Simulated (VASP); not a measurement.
**Nb: single point with PBE**

Crystal: Nb.

```xyz
1
Lattice="2.6071 0.0000 0.0000 0.0000 2.6071 0.0000 0.0000 0.0000 2.6071" Properties=species:S:1:pos:R:3 pbc="T T T"
Nb    0.0000    0.0000    0.0000
```

This cell differs from its parent crystal: volume scaled by 0.88.

```
Program             : VASP 6.6.1
Task                : single point
Functional          : PBE
Potentials or basis : VASP PAW PBE potentials, release 64 (Nb_sv)
Cutoff              : 520 eV
k mesh              : 13 × 13 × 13
Occupations         : fermi-dirac, width 0.1 eV
Spin                : no spin polarisation
```

* Pressure: 20.9 GPa

Levels at points of the mesh, in eV from the Fermi level:
| k point | band 5 | band 6 | band 7 | band 8 | band 9 | band 10 |
| --- | --- | --- | --- | --- | --- | --- |
| (0.00, 0.00, 0.00) | -5.89 | -3.34 | -3.34 | 5.87 | 5.87 | 5.87 |

It took 26 s on 1 thread of AMD EPYC 7R43 64-Core Processor (Zen 3), with other jobs on the host, peak memory 0.09 GiB.
